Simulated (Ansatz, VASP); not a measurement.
## One calculation of GaN, two programs

INCAR

```
PREC = Accurate
ENCUT = 520
EDIFF = 1E-7
ISMEAR = 0
SIGMA = 0.02
LREAL = False
LASPH = True
NELM = 60
ALGO = Normal
ISIF = 2
LWAVE = False
LCHARG = False
GGA = CA
IBRION = 2
NSW = 60
EDIFFG = -0.002
```

Contents of KPOINTS:

```
regular mesh
0
Gamma
  10 10 10
```

The input POSCAR:

```
GaN
1.0
    0.0000000000      2.2490778363      2.2490778363
    2.2490778363      0.0000000000      2.2490778363
    2.2490778363      2.2490778363      0.0000000000
Ga N
1 1
Direct
    0.0000000000      0.0000000000      0.0000000000
    0.2500000000      0.2500000000      0.2500000000
```

Input for Ansatz:

```yaml
crystal:
  lattice:
    - [0.0, 2.2490778363, 2.2490778363]
    - [2.2490778363, 0.0, 2.2490778363]
    - [2.2490778363, 2.2490778363, 0.0]
  atoms:
    - { symbol: Ga, position: [0.0, 0.0, 0.0] }
    - { symbol: "N", position: [0.25, 0.25, 0.25] }
basis:
  ecutwfc: 420
kpoints:
  mp_grid: { grid: [10, 10, 10] }
hamiltonian:
  xc: lda
  pseudopotentials: { kind: paw, azcp: { folder: soft_1 } }
scf:
  occupations: { method: gaussian, width: 0.02 }
output:
  forces: true
  stress: true
  eigenvalues: true
relax:
  adjacent_minimum: "off"
  f_tol: 0.002
  max_steps: 40
```

Change from the starting cell: strained cell.

Alike in both runs: task relaxation of the atoms; functional LDA; k mesh 10 × 10 × 10; occupations gaussian, width 0.02 eV; no spin polarisation.

|  | VASP | Ansatz |
| --- | --- | --- |
| version | VASP 6.6.1 | Ansatz 0.2.0 |
| potentials or method | VASP PAW LDA potentials, release 64 (Ga_d, N), cutoff 520 eV | scalar-relativistic, plane waves, PAW |
| valence electrons in the cell | 18 | 18 |

VASP gave:

* gap on the k mesh at the Fermi level, each at its own relaxed structure (eV): 1.79

Question: Which values does Ansatz return?

Answer: gap on the k mesh at the Fermi level, each at its own relaxed structure (eV): 1.77.

Ansatz warns that its potentials were made for another functional, while VASP's fit it. LDA's correlation is that of Perdew and Zunger in VASP and of Perdew and Wang (1992) in Ansatz. Ansatz's warnings: stress scf threshold loose.

Noted on VASP's run: the relaxation stopped at its first step, so nothing moved.
